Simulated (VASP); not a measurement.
# CdS (F-43m) in VASP: further runs

Runs on CdS. Level: PBE. Tasks: single point, relaxation of cell and atoms.

Program: VASP 6.6.1. These are calculated values, not measurements. Logs are shortened: lines on timing, memory, paths and dates and some standing lists are left out, and cuts for length are marked.

## (1) The cell of the first run

The structure is cubic, space group F-43m (No. 216). Conventional cell: a = 5.926 Å, b = 5.926 Å, c = 5.926 Å, α = 90.00°, β = 90.00°, γ = 90.00°. Cd (site symmetry -43m) has 4 S at 2.57 Å within 3.4 Å. Within 3.4 Å of S (site symmetry -43m) lie 4 Cd at 2.57 Å.

## (2) Single point, PBE

Input file INCAR:

```
SYSTEM = CdS
PREC = Accurate
ENCUT = 520
EDIFF = 1E-6
ISMEAR = 0
SIGMA = 0.02
LREAL = .False.
LASPH = .True.
NELM = 60
ALGO = Normal
ISIF = 2
LWAVE = .False.
LCHARG = .False.
GGA = PE
NBANDS = 16
```

Input file KPOINTS:

```
Automatic mesh
0
Gamma
  8 8 8
  0 0 0
```

Input file POSCAR:

```
CdS
1.0
    0.0000000000      2.9631294049      2.9631294049
    2.9631294049      0.0000000000      2.9631294049
    2.9631294049      2.9631294049      0.0000000000
Cd S
1 1
Direct
    0.0000000000      0.0000000000      0.0000000000
    0.2500000000      0.2500000000      0.2500000000
```

Potentials or basis: VASP PAW PBE potentials, release 64 (Cd, S).

On the command line:

```bash
cat potpaw_PBE.64/Cd/POTCAR potpaw_PBE.64/S/POTCAR > POTCAR
mpirun -np 1 vasp_std > vasp.out
```

OUTCAR:

```text
SYSTEM = CdS
   PREC = Accurate
   ENCUT = 520
   EDIFF = 1E-6
   ISMEAR = 0
   LREAL = .False.
   LASPH = .True.
   NELM = 60
   ISIF = 2
   GGA = PE

 ion  position               nearest neighbor table
   1  0.000  0.000  0.000-   2 2.57   2 2.57   2 2.57   2 2.57
   2  0.250  0.250  0.250-   1 2.57   1 2.57   1 2.57   1 2.57

  LATTYP: Found a face centered cubic cell.
 ALAT       =     5.9262588098

  Lattice vectors:

 A1 = (   0.0000000000,   2.9631294049,   2.9631294049)
 A2 = (   2.9631294049,   0.0000000000,   2.9631294049)
 A3 = (   2.9631294049,   2.9631294049,   0.0000000000)

Analysis of symmetry for initial positions (statically):
=====================================================================
 Subroutine PRICEL returns:
 Original cell was already a primitive cell.

 Routine SETGRP: Setting up the symmetry group for a
 face centered cubic supercell.

 Subroutine GETGRP returns: Found 24 space group operations
 (whereof 24 operations were pure point group operations)
 out of a pool of 48 trial point group operations.

The static configuration has the point symmetry T_d .

Analysis of symmetry for dynamics (positions and initial velocities):
=====================================================================
 Subroutine PRICEL returns:
 Original cell was already a primitive cell.

 Routine SETGRP: Setting up the symmetry group for a
 face centered cubic supercell.

 Subroutine GETGRP returns: Found 24 space group operations
 (whereof 24 operations were pure point group operations)
 out of a pool of 48 trial point group operations.

The dynamic configuration has the point symmetry T_d .

 Subroutine INISYM returns: Found 24 space group operations
 (whereof 24 operations are pure point group operations),
 and found     1 'primitive' translations

----------------------------------------------------------------------------------------

                                     Primitive cell

  volume of cell :      52.0334

  direct lattice vectors                    reciprocal lattice vectors
     0.000000000  2.963129405  2.963129405    -0.168740521  0.168740521  0.168740521
     2.963129405  0.000000000  2.963129405     0.168740521 -0.168740521  0.168740521
     2.963129405  2.963129405  0.000000000     0.168740521  0.168740521 -0.168740521

  length of vectors
     4.190497791  4.190497791  4.190497791     0.292267156  0.292267156  0.292267156

  position of ions in fractional coordinates (direct lattice)
     0.000000000  0.000000000  0.000000000
     0.250000000  0.250000000  0.250000000

[... 77 lines left out ...]
   LREAL  =      F    real-space projection
   EDIFFG = 0.1E-04   stopping-criterion for IOM
   NSW    =      0    number of steps for IOM
   IBRION =     -1    ionic relax: 0-MD 1-quasi-New 2-CG
   NFREE  =      0    steps in history (QN), initial steepest desc. (CG)
   ISIF   =      2    stress and relaxation
   ISYM   =      2    0-nonsym 1-usesym 2-fastsym
   POTIM  = 0.5000    time-step for ionic-motion
   TEBEG  =    0.0;   TEEND  =   0.0 temperature during run
   PSTRESS=    0.0 pullay stress
   NELECT =      18.0000    total number of electrons
   NUPDOWN=      -1.0000    fix difference up-down
   EMIN   =  10.00;   EMAX   =-10.00  energy-range for DOS
   EFERMI =   0.00;   METHOD = LEGACY
   ISMEAR =     0;   SIGMA  =   0.02  broadening in eV -4-tet -1-fermi 0-gaus
   EFERMI_NEDOS =   21; number of points for ismear=-14 and -15
   IALGO  =     38    algorithm
   IMIX   =      4    mixing-type and parameters
     AMIX     =   0.40;   BMIX     =  1.00
     AMIX_MAG =   1.60;   BMIX_MAG =  1.00
  volume/ion in A,a.u.               =      26.02       175.57
  Fermi-wavevector in a.u.,A,eV,Ry     =   1.149225  2.171720 17.969459  1.320718
  Thomas-Fermi vector in A             =   2.285896
   LORBIT       =      0    0 simple, 1 ext, 2 COOP (PROOUT), +10 PAW based schemes
   GGA     = PE    functional components
   LHFCALC =     F    Hartree Fock is set to
   AEXX    =    0.0000 exact exchange contribution
   IVDW    =     0    specifies the selected vdW correction
   LEPSILON=     F    determine dielectric tensor
   LRPA    =     F    only Hartree local field effects (RPA)
 non-spin polarized calculation
 Gauss-broadening in eV      SIGMA  =   0.02
  energy-cutoff  :      520.00
  volume of cell :       52.03
 maximum number of plane-waves:      1424
   NGX = 15   NGY = 15   NGZ = 15

 number of electron      18.0000001 magnetization

 Free energy of the ion-electron system (eV)
  ---------------------------------------------------
  ext. energy  EPLUGINS =         0.00000000
  ---------------------------------------------------
  free energy    TOTEN  =        -6.14715937 eV

  energy without entropy =       -6.14715937  energy(sigma->0) =       -6.14715937

 E-fermi :   1.0623     XC(G=0):  -8.9287

 val. band max:        0.9188615812   @ k =   0.0000   0.0000   0.0000
 cond. band min:       1.9627738989   @ k =   0.0000   0.0000   0.0000
 fundamental gap:      1.0439123177
 Fermi energy:         1.0622928948

 k-point     1 :       0.0000    0.0000    0.0000
  band No.  band energies     occupation
      1     -11.1705      2.00000
      2      -6.6499      2.00000
      3      -6.6499      2.00000
      4      -6.6499      2.00000
      5      -6.2324      2.00000
      6      -6.2324      2.00000
[... 433 lines left out ...]
      3      -6.4722      2.00000
      4      -6.2529      2.00000
      5      -6.2086      2.00000
      6      -5.7924      2.00000
[... 8 lines left out ...]
     15      13.0895      0.00000
     16      13.9325      0.00000

 [... further k-points ...]

------------------------ aborting loop because EDIFF is reached ----------------------------------------

  FORCE on cell =-STRESS in cart. coord.  units (eV):
  Direction    XX          YY          ZZ          XY          YZ          ZX
  --------------------------------------------------------------------------------------
  -------------------------------------------------------------------------------------
  Total        0.0978654      0.0978654      0.0978654     -0.0000000     -0.0000000      0.0000000
  in kB        3.0134086      3.0134086      3.0134086     -0.0000000     -0.0000000      0.0000000
  external PRESSURE =       3.0134086 kB  Pullay stress =       0.0000000 kB

 VOLUME and BASIS-vectors are now :
 -----------------------------------------------------------------------------
  energy-cutoff  :      520.00
  volume of cell :       52.03
      direct lattice vectors                 reciprocal lattice vectors
     0.000000000  2.963129405  2.963129405    -0.168740521  0.168740521  0.168740521
     2.963129405  0.000000000  2.963129405     0.168740521 -0.168740521  0.168740521
     2.963129405  2.963129405  0.000000000     0.168740521  0.168740521 -0.168740521

 POSITION                                       TOTAL-FORCE (eV/Angst)
 -----------------------------------------------------------------------------------
      0.00000      0.00000      0.00000        -0.000000     -0.000000     -0.000000
      1.48156      1.48156      1.48156         0.000000      0.000000      0.000000
 -----------------------------------------------------------------------------------
    total drift:                               -0.000000     -0.000000     -0.000000

  FREE ENERGIE OF THE ION-ELECTRON SYSTEM (eV)
  ---------------------------------------------------
  free  energy   TOTEN  =        -6.1471593708 eV

  energy  without entropy=       -6.1471593708  energy(sigma->0) =       -6.14715937
```

stdout:

```text
POSCAR found type information on POSCAR CdS
 POSCAR found :  2 types and       2 ions
 scaLAPACK will be used
 LDA part: xc-table for (Slater+PW92), standard interpolation
 POSCAR, INCAR and KPOINTS ok, starting setup
 FFT: planning ... GRIDC
 FFT: planning ... GRID_SOFT
 FFT: planning ... GRID
 WAVECAR not read
 entering main loop
```

It took 13 s on 1 thread of Intel Xeon 6975P-C, shared host; peak memory 0.18 GiB.

Results:

```yaml
Free_energy: -6.1472 eV
Pressure: 0.3 GPa
Band_gap_on_the_k_mesh: 1.04 eV, direct
```

Levels at points of the mesh, in eV from the valence-band top:
| k point | band 6 | band 7 | band 8 | band 9 | band 10 | band 11 | band 12 | band 13 |
| --- | --- | --- | --- | --- | --- | --- | --- | --- |
| (0.00, 0.00, 0.00) | -7.15 | 0.00 | 0.00 | 0.00 | 1.04 | 6.55 | 6.55 | 6.55 |
| (0.50, 0.00, 0.00) | -6.81 | -4.12 | -0.69 | -0.69 | 2.94 | 7.01 | 7.01 | 7.33 |
| (0.50, 0.50, 0.00) | -6.75 | -3.75 | -1.72 | -1.72 | 3.63 | 4.28 | 9.04 | 10.50 |

## (3) Relaxation of cell and atoms, PBE

This run uses another cell than the first one, of 24.64 Å³/atom, 0.947 times its volume.

Input file INCAR:

```
SYSTEM = CdS
PREC = Accurate
ENCUT = 600
EDIFF = 1E-6
ISMEAR = 0
SIGMA = 0.02
LREAL = .False.
LASPH = .True.
NELM = 100
ALGO = Normal
ISIF = 3
LWAVE = .False.
LCHARG = .False.
GGA = PE
IBRION = 2
NSW = 80
EDIFFG = -0.004
```

Input file KPOINTS:

```
regular mesh
0
Gamma
  8 8 8
  0 0 0
```

Input file POSCAR:

```
CdS
1.0
    0.0000000000      2.9100000000      2.9100000000
    2.9100000000      0.0000000000      2.9100000000
    2.9100000000      2.9100000000      0.0000000000
Cd S
1 1
Direct
    0.0000000000      0.0000000000      0.0000000000
    0.2500000000      0.2500000000      0.2500000000
```

Potentials or basis: VASP PAW PBE potentials, release 64 (Cd, S).

On the command line:

```bash
cat potpaw_PBE.64/Cd/POTCAR potpaw_PBE.64/S/POTCAR > POTCAR
mpirun -np 1 vasp_std > vasp.out
```

Run time: 53 s. Hardware: 1 thread of Intel Xeon 6975P-C, shared host; peak memory 0.23 GiB.

Results (log left out):

```
Free energy                            : -6.1463 eV
Relaxed volume                         : 26.14 Å³/atom
Relaxed cell                           : a = 4.197 Å, b = 4.197 Å, c = 4.197 Å, α = 60.00°, β = 60.00°, γ = 60.00°
Space group after relaxing (to 0.05 Å) : F-43m (No. 216)
Energy gained by relaxing              : 16.2 meV/atom
Ionic steps                            : 5
Pressure after relaxing                : 0.0 GPa
Band gap on the k mesh                 : 1.03 eV, direct
```

Step by step:
```tsv
step	energy change (eV)	largest force (eV/Å)	pressure (GPa)	volume (Å³)
1	0.0000	0.0000	3.64	49.28
2	-0.0287	0.0000	-1.04	53.38
3	-0.0323	0.0000	0.03	52.29
4	-0.0323	0.0000	-0.06	52.35
5	-0.0323	0.0000	-0.01	52.28
```

Final structure:
```cif
data_structure
_symmetry_space_group_name_H-M 'P 1'
_symmetry_Int_Tables_number 1
_cell_length_a 4.1972
_cell_length_b 4.1972
_cell_length_c 4.1972
_cell_angle_alpha 60.000
_cell_angle_beta 60.000
_cell_angle_gamma 60.000
_cell_volume 52.28
loop_
_atom_site_label
_atom_site_type_symbol
_atom_site_fract_x
_atom_site_fract_y
_atom_site_fract_z
_atom_site_occupancy
Cd1 Cd 0.00000 0.00000 0.00000 1
S1 S 0.25000 0.25000 0.25000 1
```

Levels at points of the mesh, in eV from the valence-band top:
```tsv
k point	band 6	band 7	band 8	band 9	band 10	band 11	band 12	band 13
(0.00, 0.00, 0.00)	-7.14	0.00	0.00	0.00	1.03	6.55	6.55	6.55
(0.50, 0.00, 0.00)	-6.81	-4.09	-0.68	-0.68	2.93	7.00	7.00	7.32
(0.50, 0.50, 0.00)	-6.75	-3.73	-1.70	-1.70	3.64	4.28	9.02	10.47
```

A hybrid or GW would open this gap; PBE tends to underestimate it.

## (4) Single point, PBE

This run uses another cell than the first one, of 21.78 Å³/atom, 0.837 times its volume.

Input file INCAR:

```
ALGO = Normal ; EDIFF = 1E-6
ENCUT = 500 ; GGA = PE
GGA_COMPAT = F ; ISIF = 2
ISMEAR = 0 ; LASPH = T
LCHARG = F ; LREAL = F
LWAVE = F ; NBANDS = 16
NELM = 120 ; PREC = Accurate
SIGMA = 0.02
```

Input file KPOINTS:

```
k-points
0
Gamma
  8 8 8
```

Input file POSCAR:

```
CdS
1.0
    0.0000000000      2.7925000000      2.7925000000
    2.7925000000      0.0000000000      2.7925000000
    2.7925000000      2.7925000000      0.0000000000
Cd S
1 1
Direct
    0.0000000000      0.0000000000      0.0000000000
    0.2500000000      0.2500000000      0.2500000000
```

On the command line:

```bash
cat potpaw_PBE.64/Cd/POTCAR potpaw_PBE.64/S/POTCAR > POTCAR
mpirun -np 1 vasp_std > vasp.out
```

Wall time 35 s (1 thread of Intel Xeon 8259CL, shared host); peak memory 0.17 GiB.

It converged, with:

| Item | Value |
| --- | --- |
| Free energy | -5.8013 eV |
| Pressure | 14.9 GPa |
| Band gap on the k mesh | 1.42 eV, direct |

Levels at points of the mesh, in eV from the valence-band top:
| k point | band 7 | band 8 | band 9 | band 10 | band 11 | band 12 |
| --- | --- | --- | --- | --- | --- | --- |
| (0.00, 0.00, 0.00) | 0.00 | 0.00 | 0.00 | 1.42 | 6.47 | 6.47 |
| (0.50, 0.00, 0.00) | -5.28 | -0.96 | -0.96 | 3.18 | 6.97 | 6.97 |
| (0.50, 0.50, 0.00) | -4.57 | -2.38 | -2.38 | 3.30 | 4.43 | 9.84 |

PBE gaps usually lie below the measured ones, often by a third to a half.

## (5) Overview

```tsv
task	cell	cutoff (eV)	gap on the mesh (eV)	pressure (GPa)
single point	a = 4.190 Å, angles 60.0°, 2 atoms	520	1.04	0.3
relaxation of cell and atoms	relaxed from a = 4.115 Å, angles 60.0°, 2 atoms	600	1.03	0.0
single point	a = 3.949 Å, angles 60.0°, 2 atoms	500	1.42	14.9
```

Alike in all rows: level PBE; potentials or basis VASP PAW PBE potentials, release 64 (Cd, S); no spin polarisation; k mesh 8 × 8 × 8; smearing gaussian 0.02 eV.

Total energies depend on the potentials used, so only differences within one code and one set of settings carry meaning.
